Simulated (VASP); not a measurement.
Set up this calculation in VASP 6.6.1, as the native input.

```yaml
Task: single point
Functional: PBE
Dispersion: D3(BJ)
Potentials_or_basis: VASP PAW PBE potentials, release 64 (S, Mo_sv)
Cutoff: 520 eV
k_mesh: 30 × 30 × 1
Occupations: gaussian, width 0.05 eV
Spin: no spin polarisation
Dipole_correction: yes
Further_INCAR_settings: ALGO = Normal; EDIFF = 1e-06; NBANDS = 20
```

The structure of MoS2 lies in POSCAR:

```
MoS2
1.0
    3.1368412807      0.0000000029      0.0000000000
   -1.5684206428      2.7165842353      0.0000000000
    0.0000000000      0.0000000000     20.2166609143
S Mo
2 1
Direct
    0.0000000000      0.0000000000      0.4206191094
    0.3333333333      0.6666666667      0.5793808923
    0.6666666667      0.3333333333      0.4999999979
```

These files were run (other wordings do the same):

INCAR

```
SYSTEM = MoS2
  PREC = Accurate
  ENCUT = 520
  EDIFF = 1E-6
  ISMEAR = 0
  SIGMA = 0.05
  LREAL = .False.
  LASPH = .True.
  NELM = 100
  ALGO = Normal
  ISIF = 2
  LWAVE = .False.
  LCHARG = .False.
  LDIPOL = .True.
  IDIPOL = 3
  DIPOL = 0.5 0.5 0.500
  GGA = PE
  IVDW = 12
  NBANDS = 20
```

KPOINTS

```
Automatic mesh
0
Gamma
  30 30 1
  0 0 0
```

Potentials or basis: VASP PAW PBE potentials, release 64 (S, Mo_sv).

Run with:

```bash
$ cat potpaw_PBE.64/S/POTCAR potpaw_PBE.64/Mo_sv/POTCAR > POTCAR
$ mpirun -np 1 vasp_std > vasp.out
```

Results of the run:

```
Largest force              : 0.035 eV/Å
Band gap on the k mesh     : zero (bands 13 and 14 overlap by 0.49 eV)
Dispersion energy per atom : -0.321 eV
```

It took 2.6 min on 1 thread of Intel(R) Xeon(R) 6975P-C (Granite Rapids), with other jobs on the host, peak memory 0.48 GiB.
